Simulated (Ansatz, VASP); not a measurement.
**Two plane-wave programs on Sr3Os**

INCAR

```
SYSTEM = Sr3Os
ALGO = Fast ; EDIFF = 1E-6
EDIFFG = -0.04 ; ENCUT = 600
GGA = PE ; IBRION = 2
ISIF = 3 ; ISMEAR = 0
LASPH = .TRUE. ; LCHARG = .FALSE.
LREAL = .FALSE. ; LWAVE = .FALSE.
NELM = 80 ; NSW = 90
PREC = Accurate ; SIGMA = 0.1
```

Contents of KPOINTS:

```
k-points
0
G
  4 4 4
  0 0 0
```

File POSCAR:

```
Sr3Os
1.0
    4.7517003175      0.0000000000      0.0000000000
    0.0000000000      4.7517003175      0.0000000000
    0.0000000000      0.0000000000      4.7028594703
Sr Os
3 1
Direct
    0.0000000000      0.5000000000      0.5000000000
    0.5000000000      0.0000000000      0.5000000000
    0.5000000000      0.5000000000      0.0000000000
    0.0000000000      0.0000000000      0.0000000000
```

Input for Ansatz:

```yaml
crystal:
  lattice:
    - [4.7517003175, 0.0, 0.0]
    - [0.0, 4.7517003175, 0.0]
    - [0.0, 0.0, 4.7028594703]
  atoms:
    - { symbol: Sr, position: [0.0, 0.5, 0.5] }
    - { symbol: Sr, position: [0.5, 0.0, 0.5] }
    - { symbol: Sr, position: [0.5, 0.5, 0.0] }
    - { symbol: Os, position: [0.0, 0.0, 0.0] }
basis:
  ecutwfc: 420
kpoints:
  mp_grid: { grid: [4, 4, 4] }
hamiltonian:
  xc: pbe
scf:
  occupations: { method: gaussian, width: 0.1 }
  lower_state_search: "off"
output:
  forces: true
  stress: true
  eigenvalues: true
relax:
  adjacent_minimum: "off"
  f_tol: 0.04
  max_steps: 70
  cell: { stress_tol: 0.4 }
```

Alike in both runs: task relaxation of cell and atoms; functional PBE; k mesh 4 × 4 × 4; occupations gaussian, width 0.1 eV; no spin polarisation.

```csv
,VASP,Ansatz
version,VASP 6.6.1,Ansatz 0.2.0
potentials or method,"VASP PAW PBE potentials, release 64 (Sr_sv, Os), cutoff 600 eV","scalar-relativistic, plane waves, PAW"
valence electrons in the cell,38,46
```

|  | VASP | Ansatz | Ansatz less VASP |
| --- | --- | --- | --- |
| gap on the k mesh at the Fermi level, each at its own relaxed structure (eV) | none | none | - |
| relaxed volume (Å³/atom) | 31.40 | 31.09 | -0.308 |
| relaxed cell length with the largest relative difference (Å) | 5.020 | 4.996 | -0.0244 |

A gap of «none» marks a metal or a gap that the smearing closes. VASP's potentials hold 38 valence electrons a cell and Ansatz's 46, so a difference there can come from the potentials and not from the codes.

Spin-orbit coupling is off throughout. Noted on VASP's run: the volume moved by over 15 % at a fixed basis, so the end points are rough.
